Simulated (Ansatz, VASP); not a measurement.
**TePb: VASP beside Ansatz**

File POSCAR:

```
TePb
1.0
    0.0000000000      3.3076750000      3.2270000000
    3.3076750000      0.0000000000      3.2270000000
    3.3076750000      3.3076750000      0.0000000000
Te Pb
1 1
Direct
    0.5000000000      0.5000000000      0.5000000000
    0.0000000000      0.0000000000      0.0000000000
```

Contents of INCAR.step1:

```
PREC = Accurate
ENCUT = 520
ISMEAR = 0
SIGMA = 0.05
LREAL = F
LASPH = T
NELM = 100
NBANDS = 17
GGA = PE
ALGO = Normal
EDIFF = 1E-4
LWAVE = T
LCHARG = F
```

The input INCAR.step2:

```
PREC = Accurate
ENCUT = 520
EDIFF = 1E-6
ISMEAR = 0
SIGMA = 0.05
LREAL = F
LASPH = T
NELM = 100
ALGO = Normal
ISIF = 2
LWAVE = F
LCHARG = F
METAGGA = R2SCAN
LMIXTAU = T
NBANDS = 17
ISTART = 1
```

KPOINTS

```
Automatic mesh
0
Gamma
  8 8 8
```

Input for Ansatz:

```yaml
crystal:
  lattice:
    - [0.0, 3.307675, 3.227]
    - [3.307675, 0.0, 3.227]
    - [3.307675, 3.307675, 0.0]
  atoms:
    - { symbol: Te, position: [0.5, 0.5, 0.5] }
    - { symbol: Pb, position: [0.0, 0.0, 0.0] }
basis:
  ecutwfc: 500
kpoints:
  mp_grid: { grid: [8, 8, 8] }
hamiltonian:
  xc: r2scan
scf:
  occupations: { method: gaussian, width: 0.05 }
output:
  forces: true
  stress: true
  eigenvalues: true
```

Change from the starting cell: strain +0.025 along x and y, +0.000 along z, atoms carried along.

Alike in both runs: task single point; functional r2SCAN; k mesh 8 × 8 × 8; occupations gaussian, width 0.05 eV; no spin polarisation.

|  | VASP | Ansatz |
| --- | --- | --- |
| version | VASP 6.6.1 | Ansatz 0.2.0 |
| potentials or method | VASP PAW PBE potentials, release 64 (Te, Pb_d), cutoff 520 eV | scalar-relativistic, plane waves, PAW |
| valence electrons in the cell | 20 | 30 |

```tsv
	VASP	Ansatz	Ansatz less VASP
gap on the k mesh at the Fermi level (eV)	1.08	1.08	-0.003
least direct gap on the mesh (eV)	1.08	1.08	-0.003
pressure (GPa)	-0.4	-0.4	+0.01
traceless stress, the component that is largest in VASP (GPa)	1.77	1.76	-0.004
```

VASP's potentials were made for PBE, not for r2SCAN. VASP's potentials hold 20 valence electrons a cell and Ansatz's 30, so a difference there can come from the potentials and not from the codes.

Neither program's run includes spin-orbit coupling.
